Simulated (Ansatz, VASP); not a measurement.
InGa2N3: VASP beside Ansatz

Contents of INCAR:

```
PREC = Accurate
ENCUT = 520
EDIFF = 1E-6
ISMEAR = 0
SIGMA = 0.1
LREAL = F
LASPH = T
NELM = 100
ALGO = Normal
ISIF = 2
LWAVE = F
LCHARG = F
GGA = PE
NBANDS = 66
```

KPOINTS

```
Automatic mesh
0
Gamma
  4 4 4
```

File POSCAR:

```
InGa2N3
1.0
    0.0000000000      0.0000000000     -5.3980600035
    0.0000000000      5.7803992786      0.0000000000
    5.0104830844     -2.8901996393      0.0000000000
In Ga N
2 4 6
Direct
    0.5102045603      0.6746256590      0.0000000000
    0.0102045603      0.3253743410      0.0000000000
    0.5074112309      0.3338071153      0.3408295087
    0.5074112309      0.9929776067      0.6591704913
    0.0074112309      0.6661928847      0.6591704913
    0.0074112309      0.0070223933      0.3408295087
    0.1409758477      0.3337100330      0.3601135523
    0.1409758477      0.9735964807      0.6398864477
    0.6409758477      0.6662899670      0.6398864477
    0.6409758477      0.0264035193      0.3601135523
    0.1050203026      0.6922294936      0.0000000000
    0.6050203026      0.3077705064      0.0000000000
```

Input for Ansatz:

```yaml
crystal:
  lattice:
    - [0.0, 0.0, -5.3980600035]
    - [0.0, 5.7803992786, 0.0]
    - [5.0104830844, -2.8901996393, 0.0]
  atoms:
    - { symbol: In, position: [0.5102045603, 0.674625659, 0.0] }
    - { symbol: In, position: [0.0102045603, 0.325374341, 0.0] }
    - { symbol: Ga, position: [0.5074112309, 0.3338071153, 0.3408295087] }
    - { symbol: Ga, position: [0.5074112309, 0.9929776067, 0.6591704913] }
    - { symbol: Ga, position: [0.0074112309, 0.6661928847, 0.6591704913] }
    - { symbol: Ga, position: [0.0074112309, 0.0070223933, 0.3408295087] }
    - { symbol: "N", position: [0.1409758477, 0.333710033, 0.3601135523] }
    - { symbol: "N", position: [0.1409758477, 0.9735964807, 0.6398864477] }
    - { symbol: "N", position: [0.6409758477, 0.666289967, 0.6398864477] }
    - { symbol: "N", position: [0.6409758477, 0.0264035193, 0.3601135523] }
    - { symbol: "N", position: [0.1050203026, 0.6922294936, 0.0] }
    - { symbol: "N", position: [0.6050203026, 0.3077705064, 0.0] }
basis:
  ecutwfc: 420
kpoints:
  mp_grid: { grid: [4, 4, 4] }
hamiltonian:
  xc: pbe
scf:
  occupations: { method: gaussian, width: 0.1 }
  lower_state_search: "off"
output:
  forces: true
  stress: true
  eigenvalues: true
```

Alike in both runs: task single point; functional PBE; k mesh 4 × 4 × 4; occupations gaussian, width 0.1 eV; no spin polarisation.

|  | VASP | Ansatz |
| --- | --- | --- |
| version | VASP 6.6.1 | Ansatz 0.2.0 |
| potentials or method | VASP PAW PBE potentials, release 64 (In_d, Ga_d, N), cutoff 520 eV | scalar-relativistic, plane waves, PAW |
| valence electrons in the cell | 108 | 108 |

VASP gave:

- gap on the k mesh at the Fermi level (eV): 0.87
- least direct gap on the mesh (eV): 0.87
- pressure (GPa): 0.1
- rms of the force components (eV/Å): 0.003

Q: What did Ansatz give for the same quantities?

A: gap on the k mesh at the Fermi level (eV): 0.87; least direct gap on the mesh (eV): 0.87; pressure (GPa): 0.0; rms of the force components (eV/Å): 0.002.

Atom by atom the forces differ by 0.005 eV/Å (rms over components).
